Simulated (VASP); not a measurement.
# K (Fm-3m) in VASP: notebook, part 2 of 3

VASP 6.6.1.

**3. Electric field gradients, r2SCAN (74.92 Å³/atom)**

This run uses another cell than the first one, of 74.92 Å³/atom.

File POSCAR:

```
K
1.0
    0.0000000000      3.3460310793      3.3460310793
    3.3460310793      0.0000000000      3.3460310793
    3.3460310793      3.3460310793      0.0000000000
K
1
Direct
    0.0000000000      0.0000000000      0.0000000000
```

File INCAR.step1:

```
PREC = Accurate ; ENCUT = 520
ISMEAR = -1 ; SIGMA = 0.05
LREAL = F ; LASPH = T
NELM = 100 ; NBANDS = 10
GGA = PE ; ALGO = Normal
EDIFF = 1E-4 ; LWAVE = T
LCHARG = F
```

File INCAR.step2:

```
PREC = Accurate ; ENCUT = 520
EDIFF = 1E-8 ; ISMEAR = -1
SIGMA = 0.05 ; LREAL = F
LASPH = T ; NELM = 100
ALGO = Normal ; ISIF = 2
LWAVE = F ; LCHARG = F
METAGGA = R2SCAN ; LMIXTAU = T
LEFG = T ; NBANDS = 10
ISTART = 1
```

File KPOINTS:

```
Automatic mesh
0
Gamma
  11 11 11
```

Potentials or basis: VASP PAW PBE potentials, release 64 (K_sv).

Started as:

```bash
> cat potpaw_PBE.64/K_sv/POTCAR > POTCAR
> cp INCAR.step1 INCAR
> mpirun -np 1 vasp_std > vasp.out
> cp INCAR.step2 INCAR
> mpirun -np 1 vasp_std > vasp.out
```

OUTCAR:

```text
PREC = Accurate
   ENCUT = 520
   EDIFF = 1E-8
   ISMEAR = -1
   LREAL = F
   LASPH = T
   NELM = 100
   ISIF = 2
   METAGGA = R2SCAN
   ISTART = 1

 ion  position               nearest neighbor table
   1  0.000  0.000  0.000-

  LATTYP: Found a face centered cubic cell.
 ALAT       =     6.6920621586

  Lattice vectors:

 A1 = (   0.0000000000,   3.3460310793,   3.3460310793)
 A2 = (   3.3460310793,   0.0000000000,   3.3460310793)
 A3 = (   3.3460310793,   3.3460310793,   0.0000000000)

Analysis of symmetry for initial positions (statically):
=====================================================================
 Subroutine PRICEL returns:
 Original cell was already a primitive cell.

 Routine SETGRP: Setting up the symmetry group for a
 face centered cubic supercell.

 Subroutine GETGRP returns: Found 48 space group operations
 (whereof 48 operations were pure point group operations)
 out of a pool of 48 trial point group operations.

The static configuration has the point symmetry O_h .

Analysis of symmetry for dynamics (positions and initial velocities):
=====================================================================
 Subroutine PRICEL returns:
 Original cell was already a primitive cell.

 Routine SETGRP: Setting up the symmetry group for a
 face centered cubic supercell.

 Subroutine GETGRP returns: Found 48 space group operations
 (whereof 48 operations were pure point group operations)
 out of a pool of 48 trial point group operations.

The dynamic configuration has the point symmetry O_h .

[... 156 lines left out ...]
      5      -2.3864      2.00000
      6       4.5326      0.00000
      7       4.5326      0.00000
      8       4.5326      0.00000
      9       5.8688      0.00000
     10       5.8688      0.00000
[... 287 lines left out ...]
 k-point    24 :      -0.1818    0.1818    0.0000
  band No.  band energies     occupation
      1     -33.7658      2.00000
      2     -16.4767      2.00000
      3     -16.4561      2.00000
      4     -16.4457      2.00000
      5      -1.3373      2.00000
      6       2.8565      0.00000
      7       3.6580      0.00000
      8       4.9125      0.00000
      9       5.1508      0.00000
     10       6.2284      0.00000

 [... further k-points ...]

------------------------ aborting loop because EDIFF is reached ----------------------------------------

  FORCE on cell =-STRESS in cart. coord.  units (eV):
  Direction    XX          YY          ZZ          XY          YZ          ZX
  --------------------------------------------------------------------------------------
  -------------------------------------------------------------------------------------
  Total        0.0327580      0.0327580      0.0327580     -0.0000000     -0.0000000      0.0000000
  in kB        0.7004992      0.7004992      0.7004992     -0.0000000     -0.0000000      0.0000000
  external PRESSURE =       0.7004992 kB  Pullay stress =       0.0000000 kB

 VOLUME and BASIS-vectors are now :
 -----------------------------------------------------------------------------
  energy-cutoff  :      520.00
  volume of cell :       74.92
      direct lattice vectors                 reciprocal lattice vectors
     0.000000000  3.346031079  3.346031079    -0.149430770  0.149430770  0.149430770
     3.346031079  0.000000000  3.346031079     0.149430770 -0.149430770  0.149430770
     3.346031079  3.346031079  0.000000000     0.149430770  0.149430770 -0.149430770

 POSITION                                       TOTAL-FORCE (eV/Angst)
 -----------------------------------------------------------------------------------
      0.00000      0.00000      0.00000         0.000000     -0.000000      0.000000
 -----------------------------------------------------------------------------------
    total drift:                               -0.000000      0.000000      0.000000

  FREE ENERGIE OF THE ION-ELECTRON SYSTEM (eV)
  ---------------------------------------------------
  free  energy   TOTEN  =        -6.0128849122 eV

  energy  without entropy=       -6.0062286004  energy(sigma->0) =       -6.00955676

 Electric field gradients (V/A^2)
---------------------------------------------------------------------
 ion       V_xx      V_yy      V_zz      V_xy      V_xz      V_yz
---------------------------------------------------------------------
   1      -0.000     0.000     0.000     0.000     0.000     0.000
---------------------------------------------------------------------

 Electric field gradients after diagonalization (V/A^2)
 (convention: |V_zz| > |V_xx| > |V_yy|)
----------------------------------------------------------------------
 ion       V_xx      V_yy      V_zz     asymmetry (V_yy - V_xx)/ V_zz
----------------------------------------------------------------------
   1      -0.000    -0.000     0.001       0.000
----------------------------------------------------------------------

           NMR quadrupolar parameters

 Cq : quadrupolar parameter    Cq=e*Q*V_zz/h
 eta: asymmetry parameters     (V_yy - V_xx)/ V_zz
 Q  : nuclear electric quadrupole moment in mb (millibarn)
----------------------------------------------------------------------
 ion       Cq(MHz)       eta       Q (mb)
----------------------------------------------------------------------
   1       0.000       0.000       1.000
----------------------------------------------------------------------
```

It took 3.4 min on 1 thread of Intel Xeon Platinum 8259CL at 2.50GHz (Skylake/Cascade Lake), shared host; peak memory 0.22 GiB.

Results:

| Item | Value |
| --- | --- |
| Free energy | -6.0129 eV |
| Pressure | 0.1 GPa |
| Band gap on the k mesh | zero (an odd number of electrons rules out a gap without spin polarisation) |
| Largest electric field gradient by atom | zero within the noise of the run |

Levels at points of the mesh, in eV from the Fermi level:
```tsv
k point	band 2	band 3	band 4	band 5	band 6	band 7	band 8	band 9
(0.00, 0.00, 0.00)	-16.35	-16.35	-16.35	-2.30	4.62	4.62	4.62	5.96
```

Caveat: the PAW data sets were made with another functional, which shifts forces and pressure a little.

**4. Electric field gradients, r2SCAN**

This run uses another cell than the first one, of 78.05 Å³/atom.

File POSCAR:

```
K
1.0
    0.0000000000      3.3918728180      3.3918728180
    3.3918728180      0.0000000000      3.3918728180
    3.3918728180      3.3918728180      0.0000000000
K
1
Direct
    0.0000000000      0.0000000000      0.0000000000
```

File INCAR.step1:

```
ALGO = Normal
EDIFF = 1E-4
ENCUT = 520
GGA = PE
ISMEAR = -1
LASPH = True
LCHARG = False
LREAL = False
LWAVE = True
NBANDS = 10
NELM = 80
PREC = Accurate
SIGMA = 0.05
```

File INCAR.step2:

```
ALGO = Normal
EDIFF = 1E-8
ENCUT = 520
ISIF = 2
ISMEAR = -1
ISTART = 1
LASPH = True
LCHARG = False
LEFG = True
LMIXTAU = True
LREAL = False
LWAVE = False
METAGGA = R2SCAN
NBANDS = 10
NELM = 80
PREC = Accurate
SIGMA = 0.05
```

File KPOINTS:

```
k-points
0
Gamma
  11 11 11
```

Potentials or basis: VASP PAW PBE potentials, release 64 (K_sv).

Started as:

```bash
> cat potpaw_PBE.64/K_sv/POTCAR > POTCAR
> cp INCAR.step1 INCAR
> mpirun -np 1 vasp_std > vasp.out
> cp INCAR.step2 INCAR
> mpirun -np 1 vasp_std > vasp.out
```

OUTCAR:

```text
EDIFF = 1E-8
   ENCUT = 520
   ISIF = 2
   ISMEAR = -1
   ISTART = 1
   LASPH = True
   LREAL = False
   METAGGA = R2SCAN
   NELM = 80
   PREC = Accurate

 ion  position               nearest neighbor table
   1  0.000  0.000  0.000-

  LATTYP: Found a face centered cubic cell.
 ALAT       =     6.7837456360

  Lattice vectors:

 A1 = (   0.0000000000,   3.3918728180,   3.3918728180)
 A2 = (   3.3918728180,   0.0000000000,   3.3918728180)
 A3 = (   3.3918728180,   3.3918728180,   0.0000000000)

Analysis of symmetry for initial positions (statically):
=====================================================================
 Subroutine PRICEL returns:
 Original cell was already a primitive cell.

 Routine SETGRP: Setting up the symmetry group for a
 face centered cubic supercell.

 Subroutine GETGRP returns: Found 48 space group operations
 (whereof 48 operations were pure point group operations)
 out of a pool of 48 trial point group operations.

The static configuration has the point symmetry O_h .

Analysis of symmetry for dynamics (positions and initial velocities):
=====================================================================
 Subroutine PRICEL returns:
 Original cell was already a primitive cell.

 Routine SETGRP: Setting up the symmetry group for a
 face centered cubic supercell.

 Subroutine GETGRP returns: Found 48 space group operations
 (whereof 48 operations were pure point group operations)
 out of a pool of 48 trial point group operations.

The dynamic configuration has the point symmetry O_h .

 Subroutine INISYM returns: Found 48 space group operations
 (whereof 48 operations are pure point group operations),
 and found     1 'primitive' translations

----------------------------------------------------------------------------------------

                                     Primitive cell

  volume of cell :      78.0456

  direct lattice vectors                    reciprocal lattice vectors
     0.000000000  3.391872818  3.391872818    -0.147411188  0.147411188  0.147411188
     3.391872818  0.000000000  3.391872818     0.147411188 -0.147411188  0.147411188
     3.391872818  3.391872818  0.000000000     0.147411188  0.147411188 -0.147411188

  length of vectors
     4.796832541  4.796832541  4.796832541     0.255323666  0.255323666  0.255323666

  position of ions in fractional coordinates (direct lattice)
     0.000000000  0.000000000  0.000000000

  ion indices of the primitive-cell ions
   primitive index   ion index
                 1           1

----------------------------------------------------------------------------------------

 KPOINTS: k-points

Automatic generation of k-mesh.
 Grid dimensions read from file:
 generate k-points for:   11   11   11

[... 69 lines left out ...]
   ISIF   =      2    stress and relaxation
   ISYM   =      2    0-nonsym 1-usesym 2-fastsym
   POTIM  = 0.5000    time-step for ionic-motion
   TEBEG  =    0.0;   TEEND  =   0.0 temperature during run
   PSTRESS=    0.0 pullay stress
   NELECT =       9.0000    total number of electrons
   NUPDOWN=      -1.0000    fix difference up-down
   EMIN   =  10.00;   EMAX   =-10.00  energy-range for DOS
   EFERMI =   0.00;   METHOD = LEGACY
   ISMEAR =    -1;   SIGMA  =   0.05  broadening in eV -4-tet -1-fermi 0-gaus
   EFERMI_NEDOS =   21; number of points for ismear=-14 and -15
   IALGO  =     38    algorithm
   IMIX   =      4    mixing-type and parameters
     AMIX     =   0.40;   BMIX     =  1.00
     AMIX_MAG =   1.60;   BMIX_MAG =  1.00
  volume/ion in A,a.u.               =      78.05       526.68
  Fermi-wavevector in a.u.,A,eV,Ry     =   0.796843  1.505815  8.639139  0.634959
  Thomas-Fermi vector in A             =   1.903445
   LORBIT       =      0    0 simple, 1 ext, 2 COOP (PROOUT), +10 PAW based schemes
   METAGGA = R2SCAN    functional components
   LHFCALC =     F    Hartree Fock is set to
   AEXX    =    0.0000 exact exchange contribution
   IVDW    =     0    specifies the selected vdW correction
   LEPSILON=     F    determine dielectric tensor
   LRPA    =     F    only Hartree local field effects (RPA)
 non-spin polarized calculation
  energy-cutoff  :      520.00
  volume of cell :       78.05
 maximum number of plane-waves:      2125
   NGX = 17   NGY = 17   NGZ = 17

 number of electron       9.0000002 magnetization

 Free energy of the ion-electron system (eV)
  ---------------------------------------------------
  ext. energy  EPLUGINS =         0.00000000
  ---------------------------------------------------
  free energy    TOTEN  =        -6.01333097 eV

  energy without entropy =       -6.00656615  energy(sigma->0) =       -6.00994856

 E-fermi :  -0.1755     XC(G=0):  -5.7616

 val. band max:       -0.2359982280   @ k =  -0.2727   0.2727   0.0000
 cond. band min:      -0.1542166091   @ k =  -0.2727   0.2727   0.0909
 fundamental gap:      0.0817816189
 Fermi energy:        -0.1754797639

 k-point     1 :       0.0000    0.0000    0.0000
  band No.  band energies     occupation
      1     -33.8821      2.00000
      2     -16.5574      2.00000
      3     -16.5574      2.00000
      4     -16.5574      2.00000
      5      -2.4147      2.00000
      6       4.4056      0.00000
      7       4.4056      0.00000
      8       4.4056      0.00000
      9       5.7135      0.00000
     10       5.7135      0.00000
[... 287 lines left out ...]
 k-point    24 :      -0.1818    0.1818    0.0000
  band No.  band energies     occupation
      1     -33.8802      2.00000
      2     -16.5880      2.00000
      3     -16.5703      2.00000
      4     -16.5613      2.00000
      5      -1.3956      2.00000
      6       2.7433      0.00000
      7       3.5262      0.00000
      8       4.7744      0.00000
      9       5.0098      0.00000
     10       6.0526      0.00000

 [... further k-points ...]

------------------------ aborting loop because EDIFF is reached ----------------------------------------

  FORCE on cell =-STRESS in cart. coord.  units (eV):
  Direction    XX          YY          ZZ          XY          YZ          ZX
  --------------------------------------------------------------------------------------
  -------------------------------------------------------------------------------------
  Total       -0.0349663     -0.0349663     -0.0349663      0.0000000      0.0000000     -0.0000000
  in kB       -0.7178134     -0.7178134     -0.7178134      0.0000000      0.0000000     -0.0000000
  external PRESSURE =      -0.7178134 kB  Pullay stress =       0.0000000 kB

 VOLUME and BASIS-vectors are now :
 -----------------------------------------------------------------------------
  energy-cutoff  :      520.00
  volume of cell :       78.05
      direct lattice vectors                 reciprocal lattice vectors
     0.000000000  3.391872818  3.391872818    -0.147411188  0.147411188  0.147411188
     3.391872818  0.000000000  3.391872818     0.147411188 -0.147411188  0.147411188
     3.391872818  3.391872818  0.000000000     0.147411188  0.147411188 -0.147411188

 POSITION                                       TOTAL-FORCE (eV/Angst)
 -----------------------------------------------------------------------------------
      0.00000      0.00000      0.00000        -0.000000      0.000000     -0.000000
 -----------------------------------------------------------------------------------
    total drift:                               -0.000000      0.000000      0.000000

  FREE ENERGIE OF THE ION-ELECTRON SYSTEM (eV)
  ---------------------------------------------------
  free  energy   TOTEN  =        -6.0133309673 eV

  energy  without entropy=       -6.0065661507  energy(sigma->0) =       -6.00994856

 Electric field gradients (V/A^2)
---------------------------------------------------------------------
 ion       V_xx      V_yy      V_zz      V_xy      V_xz      V_yz
---------------------------------------------------------------------
   1      -0.000    -0.000     0.000     0.000     0.000     0.000
---------------------------------------------------------------------

 Electric field gradients after diagonalization (V/A^2)
 (convention: |V_zz| > |V_xx| > |V_yy|)
----------------------------------------------------------------------
 ion       V_xx      V_yy      V_zz     asymmetry (V_yy - V_xx)/ V_zz
----------------------------------------------------------------------
   1      -0.000    -0.000     0.001       0.000
----------------------------------------------------------------------

           NMR quadrupolar parameters

 Cq : quadrupolar parameter    Cq=e*Q*V_zz/h
 eta: asymmetry parameters     (V_yy - V_xx)/ V_zz
 Q  : nuclear electric quadrupole moment in mb (millibarn)
----------------------------------------------------------------------
 ion       Cq(MHz)       eta       Q (mb)
----------------------------------------------------------------------
   1       0.000       0.000       1.000
----------------------------------------------------------------------
```

OSZICAR.step1:

```text
N       E                     dE             d eps       ncg     rms          rms(c)
DAV:   1     0.474031683534E+02    0.47403E+02   -0.35141E+03  1120   0.687E+02
DAV:   2     0.641519985127E+00   -0.46762E+02   -0.46229E+02  1190   0.192E+02
DAV:   3    -0.983402366621E+00   -0.16249E+01   -0.16198E+01  1756   0.294E+01
DAV:   4    -0.104565749568E+01   -0.62255E-01   -0.62165E-01  1572   0.461E+00
DAV:   5    -0.104697681599E+01   -0.13193E-02   -0.13192E-02  1684   0.533E-01    0.183E+00
DAV:   6    -0.104727935390E+01   -0.30254E-03   -0.13751E-03  1754   0.231E-01    0.113E+00
DAV:   7    -0.104768902517E+01   -0.40967E-03   -0.24389E-03  1742   0.320E-01    0.490E-02
DAV:   8    -0.104774783025E+01   -0.58805E-04   -0.84638E-05  1062   0.109E-01
   1 F= -.10477478E+01 E0= -.10441762E+01  d E =-.714333E-02
```

Run time: 4.6 min. Hardware: 1 thread of Intel Xeon Platinum 8259CL at 2.50GHz (Skylake/Cascade Lake), shared host; peak memory 0.23 GiB.

What came out:

* Free energy: -6.0133 eV
* Pressure: -0.1 GPa
* Band gap on the k mesh: zero (an odd number of electrons rules out a gap without spin polarisation)
* Largest electric field gradient by atom: zero within the noise of the run

Levels at points of the mesh, in eV from the Fermi level:
```tsv
k point	band 1	band 2	band 3	band 4	band 5	band 6	band 7	band 8	band 9	band 10
(0.00, 0.00, 0.00)	-33.71	-16.38	-16.38	-16.38	-2.24	4.58	4.58	4.58	5.89	5.89
```

Caveat: the PAW data sets were made with another functional, which shifts forces and pressure a little.

(Continued in part 3 of 3.)
